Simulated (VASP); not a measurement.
# SnO2 (Fm-3m) in VASP: a series of runs, part 2 of 2

VASP 6.6.1. The steps go on from the part before.

## (5) Single point, PBE+D4

This run uses another cell than the first one, of 11.12 Å³/atom.

The input, INCAR:

```
PREC     = Accurate       # precision mode
ENCUT    = 520            # plane-wave cutoff, eV
EDIFF    = 1E-6           # SCF threshold, eV
ISMEAR   = -1             # smearing method
SIGMA    = 0.05           # smearing width, eV
LREAL    = F              # projectors in reciprocal space
LASPH    = T              # aspherical terms in the spheres
NELM     = 60             # most SCF steps
ALGO     = Normal         # electronic algorithm
ISIF     = 2              # what is computed and relaxed
LWAVE    = F              # write WAVECAR
LCHARG   = F              # write CHGCAR
GGA      = PE             # functional
IVDW     = 13             # dispersion correction
NBANDS   = 20             # bands
```

The input, KPOINTS:

```
regular mesh
0
Gamma
  9 9 9
```

The input, POSCAR:

```
SnO2
1.0
    0.0000000000      2.5548304398      2.5548304398
    2.5548304398      0.0000000000      2.5548304398
    2.5548304398      2.5548304398      0.0000000000
Sn O
1 2
Direct
    0.0000000000      0.0000000000      0.0000000000
    0.7500000000      0.7500000000      0.7500000000
    0.2500000000      0.2500000000      0.2500000000
```

Potentials or basis: VASP PAW PBE potentials, release 64 (Sn_d, O).

The run is started by

```bash
> cat potpaw_PBE.64/Sn_d/POTCAR potpaw_PBE.64/O/POTCAR > POTCAR
> mpirun -np 1 vasp_std > vasp.out
```

OUTCAR:

```text
PREC = Accurate
   ENCUT = 520
   EDIFF = 1E-6
   ISMEAR = -1
   LREAL = F
   LASPH = T
   NELM = 60
   ISIF = 2
   GGA = PE
   IVDW = 13

 ion  position               nearest neighbor table
   1  0.000  0.000  0.000-   2 2.21   2 2.21   2 2.21   2 2.21   3 2.21   3 2.21   3 2.21   3 2.21

   2  0.750  0.750  0.750-   1 2.21   1 2.21   1 2.21   1 2.21
   3  0.250  0.250  0.250-   1 2.21   1 2.21   1 2.21   1 2.21

  LATTYP: Found a face centered cubic cell.
 ALAT       =     5.1096608796

  Lattice vectors:

 A1 = (   0.0000000000,   2.5548304398,   2.5548304398)
 A2 = (   2.5548304398,   0.0000000000,   2.5548304398)
 A3 = (   2.5548304398,   2.5548304398,   0.0000000000)

Analysis of symmetry for initial positions (statically):
=====================================================================
 Subroutine PRICEL returns:
 Original cell was already a primitive cell.

 Routine SETGRP: Setting up the symmetry group for a
 face centered cubic supercell.

 Subroutine GETGRP returns: Found 48 space group operations
 (whereof 48 operations were pure point group operations)
 out of a pool of 48 trial point group operations.

The static configuration has the point symmetry O_h .

Analysis of symmetry for dynamics (positions and initial velocities):
=====================================================================
 Subroutine PRICEL returns:
 Original cell was already a primitive cell.

 Routine SETGRP: Setting up the symmetry group for a
 face centered cubic supercell.

 Subroutine GETGRP returns: Found 48 space group operations
 (whereof 48 operations were pure point group operations)
 out of a pool of 48 trial point group operations.

The dynamic configuration has the point symmetry O_h .

 Subroutine INISYM returns: Found 48 space group operations
 (whereof 48 operations are pure point group operations),
 and found     1 'primitive' translations

----------------------------------------------------------------------------------------

                                     Primitive cell

  volume of cell :      33.3516

  direct lattice vectors                    reciprocal lattice vectors
     0.000000000  2.554830440  2.554830440    -0.195707704  0.195707704  0.195707704
     2.554830440  0.000000000  2.554830440     0.195707704 -0.195707704  0.195707704
     2.554830440  2.554830440  0.000000000     0.195707704  0.195707704 -0.195707704

  length of vectors
     3.613075858  3.613075858  3.613075858     0.338975687  0.338975687  0.338975687

  position of ions in fractional coordinates (direct lattice)
     0.000000000  0.000000000  0.000000000
     0.750000000  0.750000000  0.750000000
     0.250000000  0.250000000  0.250000000

  ion indices of the primitive-cell ions
   primitive index   ion index
                 1           1
                 2           2
                 3           3

----------------------------------------------------------------------------------------

 KPOINTS: regular mesh

Automatic generation of k-mesh.
 Grid dimensions read from file:
 generate k-points for:    9    9    9

 Generating k-lattice:

  Cartesian coordinates                     Fractional coordinates (reciprocal lattice)
    -0.021745300  0.021745300  0.021745300     0.111111111  0.000000000  0.000000000
     0.021745300 -0.021745300  0.021745300     0.000000000  0.111111111  0.000000000
     0.021745300  0.021745300 -0.021745300     0.000000000  0.000000000  0.111111111

  Length of vectors
     0.037663965  0.037663965  0.037663965

  Shift w.r.t. Gamma in fractional coordinates (k-lattice)
     0.000000000  0.000000000  0.000000000

 Subroutine IBZKPT returns following result:
 ===========================================

 Found     35 irreducible k-points:

 Following reciprocal coordinates:
            Coordinates               Weight
  0.000000  0.000000  0.000000      1.000000
  0.111111  0.000000  0.000000      8.000000
  0.222222  0.000000  0.000000      8.000000
  0.333333  0.000000  0.000000      8.000000
  0.444444  0.000000  0.000000      8.000000
  0.111111  0.111111  0.000000      6.000000
[... 16 lines left out ...]
 -0.333333  0.333333  0.000000     12.000000
  0.444444  0.444444  0.000000      6.000000
 [... further k-points ...]
   k-points           NKPTS =     35   k-points in BZ     NKDIM =     35   number of bands    NBANDS=     20
   number of dos      NEDOS =    301   number of ions     NIONS =      3
   total plane-waves  NPLWV =  21952
   dimension x,y,z NGX =    28 NGY =   28 NGZ =   28
   dimension x,y,z NGXF=    56 NGYF=   56 NGZF=   56
   ions per type =               1   2
   NGX,Y,Z   is equivalent  to a cutoff of  12.88, 12.88, 12.88 a.u.
   NGXF,Y,Z  is equivalent  to a cutoff of  25.77, 25.77, 25.77 a.u.
 SYSTEM =  unknown system
   PREC   = accura    normal or accurate (medium, high low for compatibility)
   ISTART =      0    job   : 0-new  1-cont  2-samecut
   ICHARG =      2    charge: 1-file 2-atom 10-const
   ISPIN  =      1    spin polarized calculation?
   LNONCOLLINEAR =      F non collinear calculations
   LSORBIT =      F    spin-orbit coupling
   LASPH  =      T    aspherical Exc in radial PAW
   ENCUT  =  520.0 eV  38.22 Ry    6.18 a.u.   6.72  6.72  6.72*2*pi/ulx,y,z
   NELM   =     60;   NELMIN=  2; NELMDL= -5     # of ELM steps
   EDIFF  = 0.1E-05   stopping-criterion for ELM
   LREAL  =      F    real-space projection
   EDIFFG = 0.1E-04   stopping-criterion for IOM
   NSW    =      0    number of steps for IOM
   IBRION =     -1    ionic relax: 0-MD 1-quasi-New 2-CG
   NFREE  =      0    steps in history (QN), initial steepest desc. (CG)
   ISIF   =      2    stress and relaxation
   ISYM   =      2    0-nonsym 1-usesym 2-fastsym
   POTIM  = 0.5000    time-step for ionic-motion
   TEBEG  =    0.0;   TEEND  =   0.0 temperature during run
   PSTRESS=    0.0 pullay stress
   NELECT =      26.0000    total number of electrons
   NUPDOWN=      -1.0000    fix difference up-down
   EMIN   =  10.00;   EMAX   =-10.00  energy-range for DOS
   EFERMI =   0.00;   METHOD = LEGACY
   ISMEAR =    -1;   SIGMA  =   0.05  broadening in eV -4-tet -1-fermi 0-gaus
   EFERMI_NEDOS =   21; number of points for ismear=-14 and -15
   IALGO  =     38    algorithm
   IMIX   =      4    mixing-type and parameters
     AMIX     =   0.40;   BMIX     =  1.00
     AMIX_MAG =   1.60;   BMIX_MAG =  1.00
  volume/ion in A,a.u.               =      11.12        75.02
  Fermi-wavevector in a.u.,A,eV,Ry     =   1.506701  2.847253 30.887255  2.270149
  Thomas-Fermi vector in A             =   2.617384
   LORBIT       =      0    0 simple, 1 ext, 2 COOP (PROOUT), +10 PAW based schemes
   GGA     = PE    functional components
   LHFCALC =     F    Hartree Fock is set to
   AEXX    =    0.0000 exact exchange contribution
   IVDW    =    13    specifies the selected vdW correction
   LEPSILON=     F    determine dielectric tensor
   LRPA    =     F    only Hartree local field effects (RPA)
 non-spin polarized calculation
  energy-cutoff  :      520.00
  volume of cell :       33.35
 maximum number of plane-waves:       914
   NGX = 13   NGY = 13   NGZ = 13

 number of electron      25.9999983 magnetization

 Free energy of the ion-electron system (eV)
  ---------------------------------------------------
  ext. energy  EPLUGINS =         0.00000000
  ---------------------------------------------------
  free energy    TOTEN  =       -17.90577201 eV

  energy without entropy =      -17.90502379  energy(sigma->0) =      -17.90539790

 E-fermi :   7.8032     XC(G=0): -11.7857

 val. band max:        7.7023841500   @ k =   0.0000   0.0000   0.0000
 cond. band min:       8.8829198304   @ k =   0.1111   0.0000   0.0000
 fundamental gap:      1.1805356804
 Fermi energy:         7.8031886236

 k-point     1 :       0.0000    0.0000    0.0000
  band No.  band energies     occupation
      1     -12.8919      2.00000
      2     -12.8919      2.00000
      3     -12.8919      2.00000
      4     -12.7527      2.00000
      5     -12.7527      2.00000
      6     -11.8306      2.00000
[... 12 lines left out ...]
     19      22.8727      0.00000
     20      22.8727      0.00000
[... 507 lines left out ...]
 k-point    24 :       0.4444    0.4444    0.0000
  band No.  band energies     occupation
      1     -13.4146      2.00000
      2     -12.8198      2.00000
      3     -12.7406      2.00000
      4     -12.7406      2.00000
      5     -12.7114      2.00000
      6     -10.1918      2.00000
[... 12 lines left out ...]
     19      24.7516      0.00000
     20      25.3963      0.00000

 [... further k-points ...]

------------------------ aborting loop because EDIFF is reached ----------------------------------------

  DFT-D4 for vdW energy calculation

  Edisp (eV):   -0.84747

  FORCE on cell =-STRESS in cart. coord.  units (eV):
  Direction    XX          YY          ZZ          XY          YZ          ZX
  --------------------------------------------------------------------------------------
  -------------------------------------------------------------------------------------
  Total       0.13068     0.13068     0.13068     0.00000     0.00000     0.00000
  in kB       6.27790     6.27790     6.27790     0.00000     0.00000     0.00000
  external pressure =        6.28 kB  Pullay stress =        0.00 kB

 VOLUME and BASIS-vectors are now :
 -----------------------------------------------------------------------------
  energy-cutoff  :      520.00
  volume of cell :       33.35
      direct lattice vectors                 reciprocal lattice vectors
     0.000000000  2.554830440  2.554830440    -0.195707704  0.195707704  0.195707704
     2.554830440  0.000000000  2.554830440     0.195707704 -0.195707704  0.195707704
     2.554830440  2.554830440  0.000000000     0.195707704  0.195707704 -0.195707704

 POSITION                                       TOTAL-FORCE (eV/Angst)
 -----------------------------------------------------------------------------------
      0.00000      0.00000      0.00000        -0.000000      0.000000      0.000000
      3.83225      3.83225      3.83225         0.000000      0.000000     -0.000000
      1.27742      1.27742      1.27742         0.000000     -0.000000     -0.000000
 -----------------------------------------------------------------------------------
    total drift:                                0.000000      0.000000      0.000000

  FREE ENERGIE OF THE ION-ELECTRON SYSTEM (eV)
  ---------------------------------------------------
  free  energy   TOTEN  =       -18.7532430603 eV

  energy  without entropy=      -18.7524948356  energy(sigma->0) =      -18.75286895
```

Run time: 51 s. Hardware: 1 thread of AMD EPYC 7R13, shared host; peak memory 0.14 GiB.

What came out:

| Property | Result |
| --- | --- |
| Free energy | -18.7532 eV |
| Pressure | 0.6 GPa |
| Dispersion energy per atom | -0.282 eV |

Caveat: spin-orbit coupling is left out, which moves the levels of the heavy elements.

## (6) The runs side by side

| level | potentials or basis | spin | cell | k mesh | pressure (GPa) | moment (μB) |
| --- | --- | --- | --- | --- | --- | --- |
| PBE | VASP PAW PBE potentials, release 64 (Sn_d, O) | non-collinear, zero start, SOC | a = 3.640 Å, angles 60.0°, 3 atoms | 7 × 7 × 7 | 0.2 | 0.00 |
| LDA | VASP PAW LDA potentials, release 64 (Sn_d, O) | non-collinear, zero start, SOC | a = 3.640 Å, angles 60.0°, 3 atoms | 7 × 7 × 7 | -11.4 | 0.00 |
| PBE+D3(BJ) | VASP PAW PBE potentials, release 64 (Sn_d, O) | off | a = 3.616 Å, angles 60.0°, 3 atoms | 9 × 9 × 9 | 0.6 | - |
| PBE+D4 | VASP PAW PBE potentials, release 64 (Sn_d, O) | off | a = 3.613 Å, angles 60.0°, 3 atoms | 9 × 9 × 9 | 0.6 | - |

Alike in all rows: task single point; cutoff (eV) 520; smearing fermi-dirac 0.05 eV.

Caveats: spin-orbit coupling is left out, which moves the levels of the heavy elements (at least some runs); the cell stands under tension (at least some runs).

Total energies depend on the potentials used, so only differences within one code and one set of settings carry meaning.
